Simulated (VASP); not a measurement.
Crystal: Rb3Hg.

```xyz
4
Lattice="0.0000 5.0269 5.0269 5.0269 0.0000 5.0269 5.0269 5.0269 0.0000" Properties=species:S:1:pos:R:3 pbc="T T T"
Rb    2.5135    2.5135    2.5135
Rb    7.5404    7.5404    7.5404
Rb    5.0269    5.0269    5.0269
Hg    0.0000    0.0000    0.0000
```

- Program: VASP 6.6.1
- Task: relaxation of cell and atoms
- Functional: LDA
- Potentials or basis: VASP PAW LDA potentials, release 64 (Rb_sv, Hg)
- Cutoff: 600 eV
- k mesh: 4 × 4 × 4
- Occupations: methfessel-paxton, width 0.02 eV
- Spin: no spin polarisation

At the start: pressure -0.8 GPa; volume 63.51 Å³/atom.

Question: How do energy, volume and symmetry change on relaxing?

Answer: Over 7 steps the energy falls by 51.9 meV/atom and the volume is 47.66 Å³/atom (-25.0 %); space group Fm-3m (No. 225, to 0.05 Å).

Step by step:
```csv
step,energy change (eV),largest force (eV/Å),pressure (GPa),volume (Å³)
1,0.0000,0.0000,-0.84,254.06
2,-0.0604,0.0000,-0.76,242.00
3,-0.1817,0.0000,-0.40,208.14
4,0.0556,0.0000,2.63,150.18
5,-0.2029,0.0000,-0.21,197.19
6,-0.2067,0.0000,0.10,187.75
7,-0.2075,0.0000,-0.01,190.64
```

Final structure:
```
CELL_PARAMETERS angstrom
0.00000 4.56802 4.56802
4.56802 0.00000 4.56802
4.56802 4.56802 0.00000
ATOMIC_POSITIONS crystal
Rb 0.25000 0.25000 0.25000
Rb 0.75000 0.75000 0.75000
Rb 0.50000 0.50000 0.50000
Hg 0.00000 0.00000 0.00000
```

Caveat: the volume moved by over 15 % at a fixed basis, so the end points are rough.
